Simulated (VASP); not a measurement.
Li8H3F5, 64 atoms in the cell. The typed cell holds 64 atoms: a = 8.017 Å, b = 8.017 Å, c = 8.017 Å, α = 90.00°, β = 90.00°, γ = 90.00°. 

| Property | Result |
| --- | --- |
| Program | VASP 6.6.1 |
| Task | single point |
| Functional | PBEsol |
| Potentials or basis | VASP PAW PBE potentials, release 64 (H, F, Li_sv) |
| Cutoff | 520 eV |
| k mesh | 1 × 1 × 1, shifted |
| Occupations | fermi-dirac, width 0.05 eV |
| Spin | no spin polarisation |
| Dipole correction | no |
| Further INCAR settings | LREAL = Auto; ALGO = Normal; EDIFF = 1e-06; NBANDS = 162; ISYM = 0 |

Potentials or basis: VASP PAW PBE potentials, release 64 (H, F, Li_sv).

The run is started by

```bash
$ cat potpaw_PBE.64/H/POTCAR potpaw_PBE.64/F/POTCAR potpaw_PBE.64/Li_sv/POTCAR > POTCAR
$ mpirun -np 1 vasp_std > vasp.out
```

Hardware: 1 thread of Intel(R) Xeon(R) Platinum 8259CL CPU @ 2.50GHz (Skylake/Cascade Lake), with other jobs on the host.

Problem. How long does it take, and how much memory?

Solution. Run time: 8.6 min on 1 thread of Intel(R) Xeon(R) Platinum 8259CL CPU @ 2.50GHz (Skylake/Cascade Lake), with other jobs on the host, peak memory 0.59 GiB. Counts: scf iterations 16, k points 4.
